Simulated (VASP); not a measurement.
# LiH (Fm-3m) in VASP: settings compared

The runs below take LiH through single point, with LDA, r2SCAN.

Program: VASP 6.6.1. These are calculated values, not measurements. Logs are shortened: lines on timing, memory, paths and dates and some standing lists are left out, and cuts for length are marked.

### 1 The cell of the first run

The structure is cubic, space group Fm-3m (No. 225). The conventional cell has a = 4.007 Å, b = 4.007 Å, c = 4.007 Å, α = 90.00°, β = 90.00°, γ = 90.00°. Within 2.7 Å of Li (site symmetry m-3m) lie 6 H at 2.00 Å. Within 2.7 Å of H (site symmetry m-3m) lie 6 Li at 2.00 Å.

### 2 Single point, LDA

The input, INCAR:

```
ALGO     = Normal         # electronic algorithm
EDIFF    = 1E-6           # SCF threshold, eV
ENCUT    = 520            # plane-wave cutoff, eV
GGA      = CA             # functional
ISIF     = 2              # what is computed and relaxed
ISMEAR   = 0              # smearing method
LASPH    = True           # aspherical terms in the spheres
LCHARG   = False          # write CHGCAR
LREAL    = False          # projectors in reciprocal space
LWAVE    = False          # write WAVECAR
NBANDS   = 9              # bands
NELM     = 60             # most SCF steps
PREC     = Accurate       # precision mode
SIGMA    = 0.02           # smearing width, eV
```

The input, KPOINTS:

```
k-points
0
Gamma
  10 10 10
```

The input, POSCAR:

```
LiH
1.0
    0.0000000000      2.0033987013      2.0033987013
    2.0033987013      0.0000000000      2.0033987013
    2.0033987013      2.0033987013      0.0000000000
Li H
1 1
Direct
    0.0000000000      0.0000000000      0.0000000000
    0.5000000000      0.5000000000      0.5000000000
```

Potentials or basis: VASP PAW LDA potentials, release 64 (Li_sv, H).

Run with:

```sh
> cat potpaw_LDA.64/Li_sv/POTCAR potpaw_LDA.64/H/POTCAR > POTCAR
> mpirun -np 1 vasp_std > vasp.out
```

OUTCAR:

```text
EDIFF = 1E-6
   ENCUT = 520
   GGA = CA
   ISIF = 2
   ISMEAR = 0
   LASPH = True
   LREAL = False
   NELM = 60
   PREC = Accurate

 ion  position               nearest neighbor table
   1  0.000  0.000  0.000-
   2  0.500  0.500  0.500-

  LATTYP: Found a face centered cubic cell.
 ALAT       =     4.0067974026

  Lattice vectors:

 A1 = (   0.0000000000,   2.0033987013,   2.0033987013)
 A2 = (   2.0033987013,   0.0000000000,   2.0033987013)
 A3 = (   2.0033987013,   2.0033987013,   0.0000000000)

Analysis of symmetry for initial positions (statically):
=====================================================================
 Subroutine PRICEL returns:
 Original cell was already a primitive cell.

 Routine SETGRP: Setting up the symmetry group for a
 face centered cubic supercell.

 Subroutine GETGRP returns: Found 48 space group operations
 (whereof 48 operations were pure point group operations)
 out of a pool of 48 trial point group operations.

The static configuration has the point symmetry O_h .

Analysis of symmetry for dynamics (positions and initial velocities):
=====================================================================
 Subroutine PRICEL returns:
 Original cell was already a primitive cell.

 Routine SETGRP: Setting up the symmetry group for a
 face centered cubic supercell.

 Subroutine GETGRP returns: Found 48 space group operations
 (whereof 48 operations were pure point group operations)
 out of a pool of 48 trial point group operations.

The dynamic configuration has the point symmetry O_h .

 Subroutine INISYM returns: Found 48 space group operations
 (whereof 48 operations are pure point group operations),
 and found     1 'primitive' translations

----------------------------------------------------------------------------------------

                                     Primitive cell

  volume of cell :      16.0817

  direct lattice vectors                    reciprocal lattice vectors
     0.000000000  2.003398701  2.003398701    -0.249575883  0.249575883  0.249575883
     2.003398701  0.000000000  2.003398701     0.249575883 -0.249575883  0.249575883
     2.003398701  2.003398701  0.000000000     0.249575883  0.249575883 -0.249575883

  length of vectors
     2.833233614  2.833233614  2.833233614     0.432278110  0.432278110  0.432278110

  position of ions in fractional coordinates (direct lattice)
     0.000000000  0.000000000  0.000000000
     0.500000000  0.500000000  0.500000000

  ion indices of the primitive-cell ions
   primitive index   ion index
                 1           1
                 2           2

----------------------------------------------------------------------------------------

 KPOINTS: k-points

Automatic generation of k-mesh.
 Grid dimensions read from file:
 generate k-points for:   10   10   10

 Generating k-lattice:

  Cartesian coordinates                     Fractional coordinates (reciprocal lattice)
    -0.024957588  0.024957588  0.024957588     0.100000000  0.000000000  0.000000000
     0.024957588 -0.024957588  0.024957588     0.000000000  0.100000000  0.000000000
     0.024957588  0.024957588 -0.024957588     0.000000000  0.000000000  0.100000000

  Length of vectors
     0.043227811  0.043227811  0.043227811

  Shift w.r.t. Gamma in fractional coordinates (k-lattice)
     0.000000000  0.000000000  0.000000000

 Subroutine IBZKPT returns following result:
 ===========================================

 Found     47 irreducible k-points:

 Following reciprocal coordinates:
            Coordinates               Weight
  0.000000  0.000000  0.000000      1.000000
  0.100000  0.000000  0.000000      8.000000
  0.200000  0.000000  0.000000      8.000000
  0.300000  0.000000  0.000000      8.000000
  0.400000  0.000000  0.000000      8.000000
  0.500000  0.000000  0.000000      4.000000
[... 16 lines left out ...]
  0.300000  0.300000  0.000000      6.000000
  0.400000  0.300000  0.000000     24.000000
 [... further k-points ...]
   k-points           NKPTS =     47   k-points in BZ     NKDIM =     47   number of bands    NBANDS=      9
   number of dos      NEDOS =    301   number of ions     NIONS =      2
   total plane-waves  NPLWV =  13824
   dimension x,y,z NGX =    24 NGY =   24 NGZ =   24
   dimension x,y,z NGXF=    48 NGYF=   48 NGZF=   48
   ions per type =               1   1
   NGX,Y,Z   is equivalent  to a cutoff of  14.08, 14.08, 14.08 a.u.
   NGXF,Y,Z  is equivalent  to a cutoff of  28.17, 28.17, 28.17 a.u.
 SYSTEM =  unknown system
   PREC   = accura    normal or accurate (medium, high low for compatibility)
   ISTART =      0    job   : 0-new  1-cont  2-samecut
   ICHARG =      2    charge: 1-file 2-atom 10-const
   ISPIN  =      1    spin polarized calculation?
   LNONCOLLINEAR =      F non collinear calculations
   LSORBIT =      F    spin-orbit coupling
   LASPH  =      T    aspherical Exc in radial PAW
   ENCUT  =  520.0 eV  38.22 Ry    6.18 a.u.   5.27  5.27  5.27*2*pi/ulx,y,z
   NELM   =     60;   NELMIN=  2; NELMDL= -5     # of ELM steps
   EDIFF  = 0.1E-05   stopping-criterion for ELM
   LREAL  =      F    real-space projection
   EDIFFG = 0.1E-04   stopping-criterion for IOM
   NSW    =      0    number of steps for IOM
   IBRION =     -1    ionic relax: 0-MD 1-quasi-New 2-CG
   NFREE  =      0    steps in history (QN), initial steepest desc. (CG)
   ISIF   =      2    stress and relaxation
   ISYM   =      2    0-nonsym 1-usesym 2-fastsym
   POTIM  = 0.5000    time-step for ionic-motion
   TEBEG  =    0.0;   TEEND  =   0.0 temperature during run
   PSTRESS=    0.0 pullay stress
   NELECT =       4.0000    total number of electrons
   NUPDOWN=      -1.0000    fix difference up-down
   EMIN   =  10.00;   EMAX   =-10.00  energy-range for DOS
   EFERMI =   0.00;   METHOD = LEGACY
   ISMEAR =     0;   SIGMA  =   0.02  broadening in eV -4-tet -1-fermi 0-gaus
   EFERMI_NEDOS =   21; number of points for ismear=-14 and -15
   IALGO  =     38    algorithm
   IMIX   =      4    mixing-type and parameters
     AMIX     =   0.40;   BMIX     =  1.00
     AMIX_MAG =   1.60;   BMIX_MAG =  1.00
  volume/ion in A,a.u.               =       8.04        54.26
  Fermi-wavevector in a.u.,A,eV,Ry     =   1.029558  1.945582 14.422032  1.059989
  Thomas-Fermi vector in A             =   2.163612
   LORBIT       =      0    0 simple, 1 ext, 2 COOP (PROOUT), +10 PAW based schemes
   GGA     = CA    functional components
   LHFCALC =     F    Hartree Fock is set to
   AEXX    =    0.0000 exact exchange contribution
   IVDW    =     0    specifies the selected vdW correction
   LEPSILON=     F    determine dielectric tensor
   LRPA    =     F    only Hartree local field effects (RPA)
 non-spin polarized calculation
 Gauss-broadening in eV      SIGMA  =   0.02
  energy-cutoff  :      520.00
  volume of cell :       16.08
 maximum number of plane-waves:       444
 NGX is ok and might be reduce to    24
   NGX = 11   NGY = 11   NGZ = 11

 number of electron       3.9999996 magnetization

 Free energy of the ion-electron system (eV)
  ---------------------------------------------------
  ext. energy  EPLUGINS =         0.00000000
  ---------------------------------------------------
  free energy    TOTEN  =        -6.48653799 eV

  energy without entropy =       -6.48653799  energy(sigma->0) =       -6.48653799

 E-fermi :   0.3797     XC(G=0):  -8.8109

 val. band max:        0.2121924707   @ k =   0.5000   0.5000   0.0000
 cond. band min:       2.8170502237   @ k =   0.5000   0.5000   0.0000
 fundamental gap:      2.6048577530
 Fermi energy:         0.3796520414

 k-point     1 :       0.0000    0.0000    0.0000
  band No.  band energies     occupation
      1     -43.2547      2.00000
      2      -5.3500      2.00000
      3      16.3580      0.00000
      4      17.6267      0.00000
      5      17.6267      0.00000
      6      17.6267      0.00000
      7      22.4635      0.00000
      8      22.4635      0.00000
      9      22.4635      0.00000

 k-point     2 :       0.1000    0.0000    0.0000
  band No.  band energies     occupation
      1     -43.2498      2.00000
      2      -5.1750      2.00000
      3      14.6743      0.00000
      4      16.8675      0.00000
      5      17.2466      0.00000
      6      17.2466      0.00000
      7      21.9056      0.00000
      8      23.2824      0.00000
      9      23.2824      0.00000

 k-point     3 :       0.2000    0.0000    0.0000
  band No.  band energies     occupation
      1     -43.2366      2.00000
      2      -4.6627      2.00000
      3      11.3247      0.00000
      4      15.7011      0.00000
      5      16.6241      0.00000
      6      16.6241      0.00000
      7      22.7305      0.00000
      8      23.1001      0.00000
      9      23.1001      0.00000

 k-point     4 :       0.3000    0.0000    0.0000
  band No.  band energies     occupation
      1     -43.2203      2.00000
      2      -3.8714      2.00000
      3       8.1621      0.00000
      4      14.6660      0.00000
      5      16.2350      0.00000
      6      16.2350      0.00000
      7      21.0635      0.00000
      8      21.0635      0.00000
      9      24.2787      0.00000
[... 205 lines left out ...]
 k-point    22 :      -0.2000    0.2000    0.0000
  band No.  band energies     occupation
      1     -43.2148      2.00000
      2      -3.5325      2.00000
      3       9.3580      0.00000
      4       9.7193      0.00000
      5      15.9132      0.00000
      6      16.7519      0.00000
      7      21.7199      0.00000
      8      23.7650      0.00000
      9      25.4559      0.00000

 k-point    23 :       0.3000    0.3000    0.0000
  band No.  band energies     occupation
      1     -43.2095      2.00000
      2      -3.1295      2.00000
      3       8.6200      0.00000
      4      12.0334      0.00000
      5      12.0334      0.00000
      6      15.3712      0.00000
      7      17.2904      0.00000
      8      28.5589      0.00000
      9      30.8721      0.00000

 k-point    24 :       0.4000    0.3000    0.0000
  band No.  band energies     occupation
      1     -43.1993      2.00000
      2      -2.2294      2.00000
      3       6.6795      0.00000
      4      10.3116      0.00000
      5      11.5933      0.00000
      6      16.1193      0.00000
      7      17.4254      0.00000
      8      29.5749      0.00000
      9      29.9007      0.00000

 [... further k-points ...]
[... 5 lines left out ...]
  --------------------------------------------------------------------------------------
  -------------------------------------------------------------------------------------
  Total       -0.2864537     -0.2864537     -0.2864537      0.0000000     -0.0000000     -0.0000000
  in kB      -28.5386123    -28.5386123    -28.5386123      0.0000000     -0.0000000     -0.0000000
  external PRESSURE =     -28.5386123 kB  Pullay stress =       0.0000000 kB

 VOLUME and BASIS-vectors are now :
 -----------------------------------------------------------------------------
  energy-cutoff  :      520.00
  volume of cell :       16.08
      direct lattice vectors                 reciprocal lattice vectors
     0.000000000  2.003398701  2.003398701    -0.249575883  0.249575883  0.249575883
     2.003398701  0.000000000  2.003398701     0.249575883 -0.249575883  0.249575883
     2.003398701  2.003398701  0.000000000     0.249575883  0.249575883 -0.249575883

 POSITION                                       TOTAL-FORCE (eV/Angst)
 -----------------------------------------------------------------------------------
      0.00000      0.00000      0.00000        -0.000000      0.000000      0.000000
      2.00340      2.00340      2.00340         0.000000     -0.000000     -0.000000
 -----------------------------------------------------------------------------------
    total drift:                                0.000000     -0.000000     -0.000000

  FREE ENERGIE OF THE ION-ELECTRON SYSTEM (eV)
  ---------------------------------------------------
  free  energy   TOTEN  =        -6.4865379864 eV

  energy  without entropy=       -6.4865379864  energy(sigma->0) =       -6.48653799
```

Wall time 8.7 s (1 thread of Intel Xeon Platinum 8488C (Sapphire Rapids), shared host); peak memory 0.12 GiB.

Results:

| Item | Value |
| --- | --- |
| Free energy | -6.4865 eV |
| Band gap on the k mesh | 2.60 eV, direct |

Levels at points of the mesh, in eV from the valence-band top:
| k point | band 1 | band 2 | band 3 | band 4 | band 5 | band 6 | band 7 |
| --- | --- | --- | --- | --- | --- | --- | --- |
| (0.00, 0.00, 0.00) | -43.47 | -5.56 | 16.15 | 17.41 | 17.41 | 17.41 | 22.25 |
| (0.50, 0.00, 0.00) | -43.41 | -2.77 | 4.64 | 13.53 | 15.98 | 15.98 | 18.81 |
| (0.50, 0.50, 0.00) | -43.40 | 0.00 | 2.60 | 10.40 | 10.40 | 13.67 | 17.00 |

Caveat: the cutoff is under 1.25 times the usual one of these potentials, so pressure, stress and relaxed cells hold a basis-set (Pulay) error. A k mesh can miss the band edges.

### 3 Single point, r2SCAN

POSCAR is that of step 2.

The input, INCAR.step1:

```
SYSTEM = LiH
PREC     = Accurate       ! precision mode
ENCUT    = 520            ! plane-wave cutoff, eV
ISMEAR   = 0              ! smearing method
SIGMA    = 0.02           ! smearing width, eV
LREAL    = .FALSE.        ! projectors in reciprocal space
LASPH    = .TRUE.         ! aspherical terms in the spheres
NELM     = 80             ! most SCF steps
NBANDS   = 9              ! bands
GGA      = PE             ! functional
ALGO     = Normal         ! electronic algorithm
EDIFF    = 1E-4           ! SCF threshold, eV
LWAVE    = .TRUE.         ! write WAVECAR
LCHARG   = .FALSE.        ! write CHGCAR
```

The input, INCAR.step2:

```
SYSTEM = LiH
PREC     = Accurate       ! precision mode
ENCUT    = 520            ! plane-wave cutoff, eV
EDIFF    = 1E-6           ! SCF threshold, eV
ISMEAR   = 0              ! smearing method
SIGMA    = 0.02           ! smearing width, eV
LREAL    = .FALSE.        ! projectors in reciprocal space
LASPH    = .TRUE.         ! aspherical terms in the spheres
NELM     = 80             ! most SCF steps
ALGO     = Normal         ! electronic algorithm
ISIF     = 2              ! what is computed and relaxed
LWAVE    = .FALSE.        ! write WAVECAR
LCHARG   = .FALSE.        ! write CHGCAR
METAGGA  = R2SCAN         ! meta-GGA
LMIXTAU  = .TRUE.       
NBANDS   = 9              ! bands
ISTART   = 1
```

The input, KPOINTS:

```
Automatic mesh
0
G
  10 10 10
  0 0 0
```

Potentials or basis: VASP PAW PBE potentials, release 64 (Li_sv, H).

Run with:

```sh
> cat potpaw_PBE.64/Li_sv/POTCAR potpaw_PBE.64/H/POTCAR > POTCAR
> cp INCAR.step1 INCAR
> mpirun -np 1 vasp_std > vasp.out
> cp INCAR.step2 INCAR
> mpirun -np 1 vasp_std > vasp.out
```

OUTCAR:

```text
SYSTEM = LiH
   PREC = Accurate
   ENCUT = 520
   EDIFF = 1E-6
   ISMEAR = 0
   LREAL = .FALSE.
   LASPH = .TRUE.
   NELM = 80
   ISIF = 2
   METAGGA = R2SCAN
   ISTART = 1

 ion  position               nearest neighbor table
   1  0.000  0.000  0.000-
   2  0.500  0.500  0.500-

  LATTYP: Found a face centered cubic cell.
 ALAT       =     4.0067974026

  Lattice vectors:

 A1 = (   0.0000000000,   2.0033987013,   2.0033987013)
[... 464 lines left out ...]
      2      -2.4533      2.00000
      3       7.1705      0.00000
      4      11.2293      0.00000
      5      12.6098      0.00000
      6      17.3079      0.00000
      7      19.1909      0.00000
      8      31.0757      0.00000
      9      31.7408      0.00000

 [... further k-points ...]
[... 5 lines left out ...]
  --------------------------------------------------------------------------------------
  -------------------------------------------------------------------------------------
  Total       -0.0552469     -0.0552469     -0.0552469     -0.0000000      0.0000000     -0.0000000
  in kB       -5.5041050     -5.5041050     -5.5041050     -0.0000000      0.0000000     -0.0000000
  external PRESSURE =      -5.5041050 kB  Pullay stress =       0.0000000 kB

 VOLUME and BASIS-vectors are now :
 -----------------------------------------------------------------------------
  energy-cutoff  :      520.00
  volume of cell :       16.08
      direct lattice vectors                 reciprocal lattice vectors
     0.000000000  2.003398701  2.003398701    -0.249575883  0.249575883  0.249575883
     2.003398701  0.000000000  2.003398701     0.249575883 -0.249575883  0.249575883
     2.003398701  2.003398701  0.000000000     0.249575883  0.249575883 -0.249575883

 POSITION                                       TOTAL-FORCE (eV/Angst)
 -----------------------------------------------------------------------------------
      0.00000      0.00000      0.00000        -0.000000      0.000000      0.000000
      2.00340      2.00340      2.00340         0.000000      0.000000      0.000000
 -----------------------------------------------------------------------------------
    total drift:                                0.000000     -0.000000     -0.000000

  FREE ENERGIE OF THE ION-ELECTRON SYSTEM (eV)
  ---------------------------------------------------
  free  energy   TOTEN  =        -6.8175842488 eV

  energy  without entropy=       -6.8175842488  energy(sigma->0) =       -6.81758425
```

OUTCAR.step1:

```text
SYSTEM = LiH
   PREC = Accurate
   ENCUT = 520
   ISMEAR = 0
   LREAL = .FALSE.
   LASPH = .TRUE.
[... 510 lines left out ...]
      0.00000      0.00000      0.00000         0.000000     -0.000000      0.000000
      2.00340      2.00340      2.00340        -0.000000      0.000000     -0.000000
 -----------------------------------------------------------------------------------
    total drift:                                0.000000     -0.000000     -0.000000

  FREE ENERGIE OF THE ION-ELECTRON SYSTEM (eV)
  ---------------------------------------------------
  free  energy   TOTEN  =        -6.1270826722 eV

  energy  without entropy=       -6.1270826722  energy(sigma->0) =       -6.12708267
```

It took 41 s on 1 thread of Intel Xeon Platinum 8488C (Sapphire Rapids), shared host; peak memory 0.13 GiB.

Results:

* Free energy: -6.8176 eV
* Band gap on the k mesh: 3.58 eV, direct

Levels at points of the mesh, in eV from the valence-band top:
| k point | band 1 | band 2 | band 3 | band 4 | band 5 | band 6 |
| --- | --- | --- | --- | --- | --- | --- |
| (0.00, 0.00, 0.00) | -45.73 | -5.45 | 17.66 | 19.41 | 19.41 | 19.41 |
| (0.50, 0.00, 0.00) | -45.69 | -2.64 | 5.68 | 14.95 | 18.17 | 18.17 |
| (0.50, 0.50, 0.00) | -45.67 | 0.00 | 3.58 | 11.75 | 11.75 | 15.05 |

Caveat: the cutoff is under 1.25 times the usual one of these potentials, so pressure, stress and relaxed cells hold a basis-set (Pulay) error; the PAW data sets were made with another functional, which shifts forces and pressure a little. A k mesh can miss the band edges.
